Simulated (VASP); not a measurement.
# MgS (Fm-3m) in VASP: notebook

MgS is run at these levels: HSE06, PBEsol; tasks: single point.

Everything below comes from runs of VASP 6.6.1. Logs are shortened: lines on timing, memory, paths and dates and some standing lists are left out, and cuts for length are marked.

## Step 1: The cell of the first run

Symmetry: Fm-3m, No. 225, cubic system. The conventional cell has a = 5.133 Å, b = 5.133 Å, c = 5.133 Å, α = 90.00°, β = 90.00°, γ = 90.00°. Within 3.4 Å of S (site symmetry m-3m) lie 6 Mg at 2.57 Å. Within 3.4 Å of Mg (site symmetry m-3m) lie 6 S at 2.57 Å.

## Step 2: Single point, HSE06

POSCAR

```
MgS
1.0
    0.0000000000      2.5664882573      2.5664882573
    2.5664882573      0.0000000000      2.5664882573
    2.5664882573      2.5664882573      0.0000000000
S Mg
1 1
Direct
    0.5000000000      0.5000000000      0.5000000000
    0.0000000000      0.0000000000      0.0000000000
```

INCAR.step1

```
PREC = Accurate
ENCUT = 520
EDIFF = 1E-5
ISMEAR = -1
SIGMA = 0.05
LREAL = False
LASPH = True
NELM = 100
ALGO = Normal
ISIF = 2
LWAVE = True
LCHARG = False
GGA = PE
NBANDS = 11
```

INCAR.step2

```
PREC = Accurate
ENCUT = 520
EDIFF = 1E-6
ISMEAR = -1
SIGMA = 0.05
LREAL = False
LASPH = True
NELM = 100
ALGO = Normal
ISIF = 2
LWAVE = False
LCHARG = False
GGA = PE
LHFCALC = True
HFSCREEN = 0.2079
PRECFOCK = Normal
ISTART = 1
NBANDS = 11
```

KPOINTS

```
Automatic mesh
0
Gamma
  6 6 6
```

Potentials or basis: VASP PAW PBE potentials, release 64 (S, Mg).

Run with:

```sh
$ cat potpaw_PBE.64/S/POTCAR potpaw_PBE.64/Mg/POTCAR > POTCAR
$ cp INCAR.step1 INCAR
$ mpirun -np 1 vasp_std > vasp.out
$ cp INCAR.step2 INCAR
$ mpirun -np 1 vasp_std > vasp.out
```

OUTCAR:

```text
PREC = Accurate
   ENCUT = 520
   EDIFF = 1E-6
   ISMEAR = -1
   LREAL = False
   LASPH = True
   NELM = 100
   ISIF = 2
   GGA = PE
   LHFCALC = True
   HFSCREEN = 0.2079
   PRECFOCK = Normal
   ISTART = 1

 ion  position               nearest neighbor table
   1  0.500  0.500  0.500-   2 2.57   2 2.57   2 2.57   2 2.57   2 2.57   2 2.57
   2  0.000  0.000  0.000-   1 2.57   1 2.57   1 2.57   1 2.57   1 2.57   1 2.57

  LATTYP: Found a face centered cubic cell.
 ALAT       =     5.1329765146

  Lattice vectors:

 A1 = (   0.0000000000,   2.5664882573,   2.5664882573)
 A2 = (   2.5664882573,   0.0000000000,   2.5664882573)
 A3 = (   2.5664882573,   2.5664882573,   0.0000000000)

Analysis of symmetry for initial positions (statically):
=====================================================================
 Subroutine PRICEL returns:
 Original cell was already a primitive cell.

 Routine SETGRP: Setting up the symmetry group for a
 face centered cubic supercell.

 Subroutine GETGRP returns: Found 48 space group operations
 (whereof 48 operations were pure point group operations)
 out of a pool of 48 trial point group operations.

The static configuration has the point symmetry O_h .

Analysis of symmetry for dynamics (positions and initial velocities):
=====================================================================
 Subroutine PRICEL returns:
 Original cell was already a primitive cell.

 Routine SETGRP: Setting up the symmetry group for a
 face centered cubic supercell.

 Subroutine GETGRP returns: Found 48 space group operations
 (whereof 48 operations were pure point group operations)
 out of a pool of 48 trial point group operations.

The dynamic configuration has the point symmetry O_h .

 Subroutine INISYM returns: Found 48 space group operations
 (whereof 48 operations are pure point group operations),
 and found     1 'primitive' translations

----------------------------------------------------------------------------------------

                                     Primitive cell

  volume of cell :      33.8102

  direct lattice vectors                    reciprocal lattice vectors
     0.000000000  2.566488257  2.566488257    -0.194818737  0.194818737  0.194818737
     2.566488257  0.000000000  2.566488257     0.194818737 -0.194818737  0.194818737
     2.566488257  2.566488257  0.000000000     0.194818737  0.194818737 -0.194818737

  length of vectors
     3.629562501  3.629562501  3.629562501     0.337435950  0.337435950  0.337435950

  position of ions in fractional coordinates (direct lattice)
     0.500000000  0.500000000  0.500000000
     0.000000000  0.000000000  0.000000000

  ion indices of the primitive-cell ions
   primitive index   ion index
                 1           1
                 2           2

----------------------------------------------------------------------------------------

 KPOINTS: Automatic mesh

Automatic generation of k-mesh.
 Grid dimensions read from file:
 generate k-points for:    6    6    6

 Generating k-lattice:

  Cartesian coordinates                     Fractional coordinates (reciprocal lattice)
    -0.032469789  0.032469789  0.032469789     0.166666667  0.000000000  0.000000000
     0.032469789 -0.032469789  0.032469789     0.000000000  0.166666667  0.000000000
     0.032469789  0.032469789 -0.032469789     0.000000000  0.000000000  0.166666667

  Length of vectors
     0.056239325  0.056239325  0.056239325

  Shift w.r.t. Gamma in fractional coordinates (k-lattice)
     0.000000000  0.000000000  0.000000000

 Subroutine IBZKPT returns following result:
 ===========================================

 Found     16 irreducible k-points:

 Following reciprocal coordinates:
            Coordinates               Weight
  0.000000  0.000000  0.000000      1.000000
  0.166667  0.000000  0.000000      8.000000
  0.333333  0.000000  0.000000      8.000000
  0.500000  0.000000  0.000000      4.000000
  0.166667  0.166667  0.000000      6.000000
  0.333333  0.166667  0.000000     24.000000
[... 8 lines left out ...]
 -0.333333  0.333333  0.166667     24.000000
 -0.333333  0.500000  0.166667     12.000000
   k-points           NKPTS =     16   k-points in BZ     NKDIM =    216   number of bands    NBANDS=     11
   number of dos      NEDOS =    301   number of ions     NIONS =      2
   total plane-waves  NPLWV =  21952
   dimension x,y,z NGX =    28 NGY =   28 NGZ =   28
   dimension x,y,z NGXF=    56 NGYF=   56 NGZF=   56
   ions per type =               1   1
   NGX,Y,Z   is equivalent  to a cutoff of  12.82, 12.82, 12.82 a.u.
   NGXF,Y,Z  is equivalent  to a cutoff of  25.65, 25.65, 25.65 a.u.
 SYSTEM =  unknown system
   PREC   = accura    normal or accurate (medium, high low for compatibility)
   ISTART =      1    job   : 0-new  1-cont  2-samecut
   ICHARG =      0    charge: 1-file 2-atom 10-const
   ISPIN  =      1    spin polarized calculation?
   LNONCOLLINEAR =      F non collinear calculations
   LSORBIT =      F    spin-orbit coupling
   LASPH  =      T    aspherical Exc in radial PAW
   ENCUT  =  520.0 eV  38.22 Ry    6.18 a.u.   6.75  6.75  6.75*2*pi/ulx,y,z
   NELM   =    100;   NELMIN=  2; NELMDL=  0     # of ELM steps
   EDIFF  = 0.1E-05   stopping-criterion for ELM
   LREAL  =      F    real-space projection
   EDIFFG = 0.1E-04   stopping-criterion for IOM
   NSW    =      0    number of steps for IOM
   IBRION =     -1    ionic relax: 0-MD 1-quasi-New 2-CG
   NFREE  =      0    steps in history (QN), initial steepest desc. (CG)
   ISIF   =      2    stress and relaxation
   ISYM   =      3    0-nonsym 1-usesym 2-fastsym
   POTIM  = 0.5000    time-step for ionic-motion
   TEBEG  =    0.0;   TEEND  =   0.0 temperature during run
   PSTRESS=    0.0 pullay stress
   NELECT =       8.0000    total number of electrons
   NUPDOWN=      -1.0000    fix difference up-down
   EMIN   =  10.00;   EMAX   =-10.00  energy-range for DOS
   EFERMI =   0.00;   METHOD = LEGACY
   ISMEAR =    -1;   SIGMA  =   0.05  broadening in eV -4-tet -1-fermi 0-gaus
   EFERMI_NEDOS =   21; number of points for ismear=-14 and -15
   IALGO  =     38    algorithm
   IMIX   =      1    mixing-type and parameters
     AMIX     =   0.40;   BMIX     =  1.00
     AMIX_MAG =   1.60;   BMIX_MAG =  1.00
  volume/ion in A,a.u.               =      16.91       114.08
  Fermi-wavevector in a.u.,A,eV,Ry     =   1.012563  1.913467 13.949844  1.025285
  Thomas-Fermi vector in A             =   2.145680
   LORBIT       =      0    0 simple, 1 ext, 2 COOP (PROOUT), +10 PAW based schemes
   GGA     = PE    functional components
   LHFCALC =     T    Hartree Fock is set to
   PRECFOCK=normal    Normal, Fast or Accurate (Low or Medium for compatibility)
   ENCUT4O =  -1.0   cutoff for four orbital integrals eV
   NKREDX  =     1    reduce k-point grid by
   NKREDY  =     1    reduce k-point grid by
   NKREDZ  =     1    reduce k-point grid by
   AEXX    =    0.2500 exact exchange contribution
   HFSCREEN=    0.2079 screening length (either q_TF or 0.3 A-1)
   HFSCREENC=   0.2079 screening length for correlation (either q_TF or 0.3 A-1)
   ENCUTFOCK=  -1.0 apply spherical cutoff to Coloumb kernel
   IVDW    =     0    specifies the selected vdW correction
   LEPSILON=     F    determine dielectric tensor
   LRPA    =     F    only Hartree local field effects (RPA)
 non-spin polarized calculation
  energy-cutoff  :      520.00
  volume of cell :       33.81
 maximum number of plane-waves:       941
  NGX = 24; NGY = 24; NGZ = 24

 number of electron       7.9999998 magnetization

 Free energy of the ion-electron system (eV)
  ---------------------------------------------------
  ext. energy  EPLUGINS =         0.00000000
  ---------------------------------------------------
  free energy    TOTEN  =        -9.87830140 eV

  energy without entropy =       -9.87830140  energy(sigma->0) =       -9.87830140

 E-fermi :   4.4233     XC(G=0):  -8.1819

 val. band max:        3.4337542026   @ k =   0.0000   0.0000   0.0000
 cond. band min:       7.2825833233   @ k =   0.5000   0.5000   0.0000
 fundamental gap:      3.8488291207
 Fermi energy:         4.4232790339

 k-point     1 :       0.0000    0.0000    0.0000
  band No.  band energies     occupation
      1     -10.7863      2.00000
      2       3.4338      2.00000
      3       3.4338      2.00000
      4       3.4338      2.00000
      5       8.5845      0.00000
      6      12.5164      0.00000
      7      12.5164      0.00000
      8      12.5164      0.00000
      9      15.1786      0.00000
     10      15.1786      0.00000
     11      17.2774      0.00000

 k-point     2 :       0.1667    0.0000    0.0000
  band No.  band energies     occupation
      1     -10.4781      2.00000
      2       1.6492      2.00000
      3       3.2346      2.00000
      4       3.2346      2.00000
      5       9.6274      0.00000
      6      12.3379      0.00000
      7      12.8530      0.00000
      8      12.8530      0.00000
      9      14.4580      0.00000
     10      14.4580      0.00000
     11      17.5831      0.00000

 k-point     3 :       0.3333    0.0000    0.0000
  band No.  band energies     occupation
      1      -9.7271      2.00000
      2      -0.9095      2.00000
      3       2.8888      2.00000
      4       2.8888      2.00000
      5       9.3449      0.00000
      6      11.9969      0.00000
      7      11.9969      0.00000
      8      14.5978      0.00000
      9      16.4380      0.00000
     10      16.4380      0.00000
     11      16.5603      0.00000

 k-point     4 :       0.5000    0.0000    0.0000
  band No.  band energies     occupation
      1      -9.2397      2.00000
      2      -2.0763      2.00000
      3       2.7362      2.00000
      4       2.7362      2.00000
      5       9.0551      0.00000
      6      11.5421      0.00000
      7      11.5421      0.00000
      8      15.4847      0.00000
      9      17.2272      0.00000
     10      19.5695      0.00000
     11      19.5695      0.00000

 k-point     5 :       0.1667    0.1667    0.0000
  band No.  band energies     occupation
      1     -10.3778      2.00000
      2       1.7781      2.00000
      3       2.8193      2.00000
      4       2.8193      2.00000
      5      10.2338      0.00000
      6      10.9447      0.00000
      7      12.7016      0.00000
      8      13.8186      0.00000
      9      13.8186      0.00000
     10      15.6819      0.00000
     11      19.4283      0.00000
[... 99 lines left out ...]
 k-point    13 :       0.5000    0.5000    0.0000
  band No.  band energies     occupation
      1      -8.7911      2.00000
      2      -1.3994      2.00000
      3       1.4877      2.00000
      4       1.4877      2.00000
      5       7.2826      0.00000
      6       8.6449      0.00000
      7      17.3889      0.00000
      8      17.9053      0.00000
      9      18.8016      0.00000
     10      18.8016      0.00000
     11      21.1149      0.00000

 k-point    14 :       0.5000    0.3333    0.1667
  band No.  band energies     occupation
      1      -9.2094      2.00000
      2      -0.7444      2.00000
      3       0.9111      2.00000
      4       2.0215      2.00000
      5       9.9802      0.00000
      6      11.1297      0.00000
      7      12.0828      0.00000
      8      14.9240      0.00000
      9      16.5728      0.00000
     10      20.0293      0.00000
     11      20.7365      0.00000

 k-point    15 :      -0.3333    0.3333    0.1667
  band No.  band energies     occupation
      1      -8.8754      2.00000
      2      -1.0460      2.00000
      3       0.3182      2.00000
      4       1.6278      2.00000
      5       9.9898      0.00000
      6      11.3801      0.00000
      7      13.5172      0.00000
      8      13.8112      0.00000
      9      17.3031      0.00000
     10      19.2923      0.00000
     11      21.0415      0.00000

 k-point    16 :      -0.3333    0.5000    0.1667
  band No.  band energies     occupation
      1      -8.7507      2.00000
      2      -0.8869      2.00000
      3       0.4645      2.00000
      4       0.9443      2.00000
      5       9.0385      0.00000
      6      10.6873      0.00000
      7      14.1202      0.00000
      8      14.7437      0.00000
      9      19.2304      0.00000
     10      20.4211      0.00000
     11      20.8655      0.00000

------------------------ aborting loop because EDIFF is reached ----------------------------------------

  FORCE on cell =-STRESS in cart. coord.  units (eV):
  Direction    XX          YY          ZZ          XY          YZ          ZX
  --------------------------------------------------------------------------------------
  -------------------------------------------------------------------------------------
  Total        0.5781677      0.5781677      0.5781677      0.0000000      0.0000000     -0.0000000
  in kB       27.3978576     27.3978576     27.3978576      0.0000000      0.0000000     -0.0000000
  external PRESSURE =      27.3978576 kB  Pullay stress =       0.0000000 kB

 VOLUME and BASIS-vectors are now :
 -----------------------------------------------------------------------------
  energy-cutoff  :      520.00
  volume of cell :       33.81
      direct lattice vectors                 reciprocal lattice vectors
     0.000000000  2.566488257  2.566488257    -0.194818737  0.194818737  0.194818737
     2.566488257  0.000000000  2.566488257     0.194818737 -0.194818737  0.194818737
     2.566488257  2.566488257  0.000000000     0.194818737  0.194818737 -0.194818737

 POSITION                                       TOTAL-FORCE (eV/Angst)
 -----------------------------------------------------------------------------------
      2.56649      2.56649      2.56649         0.000000      0.000000      0.000000
      0.00000      0.00000      0.00000         0.000000      0.000000     -0.000000
 -----------------------------------------------------------------------------------
    total drift:                               -0.000051     -0.000068     -0.000069

  FREE ENERGIE OF THE ION-ELECTRON SYSTEM (eV)
  ---------------------------------------------------
  free  energy   TOTEN  =        -9.8783013978 eV

  energy  without entropy=       -9.8783013977  energy(sigma->0) =       -9.87830140
```

Wall time 22 min (1 thread of Intel Xeon 8259CL, shared host); peak memory 0.28 GiB.

What came out:

```yaml
Free_energy: -9.8783 eV
Pressure: 2.7 GPa
Band_gap_on_the_k_mesh: 3.85 eV (least direct gap 5.15 eV)
```

Levels at points of the mesh, in eV from the valence-band top:
```csv
k point,band 1,band 2,band 3,band 4,band 5,band 6,band 7,band 8
"(0.00, 0.00, 0.00)",-14.22,0.00,0.00,0.00,5.15,9.08,9.08,9.08
"(0.50, 0.00, 0.00)",-12.67,-5.51,-0.70,-0.70,5.62,8.11,8.11,12.05
"(0.50, 0.50, 0.00)",-12.22,-4.83,-1.95,-1.95,3.85,5.21,13.96,14.47
```

Caveat: the PAW data sets were made with another functional, which shifts forces and pressure a little.

## Step 3: Single point, HSE06

This run uses another cell than the first one, of 17.26 Å³/atom.

POSCAR

```
MgS
1.0
    0.0000000000      2.5841887356      2.5841887356
    2.5841887356      0.0000000000      2.5841887356
    2.5841887356      2.5841887356      0.0000000000
S Mg
1 1
Direct
    0.5000000000      0.5000000000      0.5000000000
    0.0000000000      0.0000000000      0.0000000000
```

INCAR.step1

```
PREC = Accurate ; ENCUT = 520
EDIFF = 1E-5 ; ISMEAR = -1
SIGMA = 0.05 ; LREAL = F
LASPH = T ; NELM = 100
ALGO = Normal ; ISIF = 2
LWAVE = T ; LCHARG = F
NBANDS = 11 ; GGA = PE
```

INCAR.step2

```
PREC = Accurate ; ENCUT = 520
EDIFF = 1E-6 ; ISMEAR = -1
SIGMA = 0.05 ; LREAL = F
LASPH = T ; NELM = 100
ALGO = Normal ; ISIF = 2
LWAVE = F ; LCHARG = F
GGA = PE ; LHFCALC = T
HFSCREEN = 0.2079 ; PRECFOCK = Normal
NBANDS = 11 ; ISTART = 1
```

KPOINTS

```
regular mesh
0
Gamma
  6 6 6
```

Potentials or basis: VASP PAW PBE potentials, release 64 (S, Mg).

Run with:

```sh
$ cat potpaw_PBE.64/S/POTCAR potpaw_PBE.64/Mg/POTCAR > POTCAR
$ cp INCAR.step1 INCAR
$ mpirun -np 1 vasp_std > vasp.out
$ cp INCAR.step2 INCAR
$ mpirun -np 1 vasp_std > vasp.out
```

It took 22 min on 1 thread of Intel Xeon 8259CL, shared host; peak memory 0.28 GiB.

Results (log left out):

```yaml
Free_energy: -9.8864 eV
Pressure: 0.9 GPa
Band_gap_on_the_k_mesh: 3.80 eV (least direct gap 4.97 eV)
```

Levels at points of the mesh, in eV from the valence-band top:
```tsv
k point	band 1	band 2	band 3	band 4	band 5	band 6	band 7	band 8
(0.00, 0.00, 0.00)	-14.09	0.00	0.00	0.00	4.97	9.09	9.09	9.09
(0.50, 0.00, 0.00)	-12.60	-5.39	-0.67	-0.67	5.59	8.08	8.08	11.82
(0.50, 0.50, 0.00)	-12.17	-4.71	-1.89	-1.89	3.80	5.28	13.74	14.40
```

Caveat: the PAW data sets were made with another functional, which shifts forces and pressure a little.

[end of part 1 of 2]
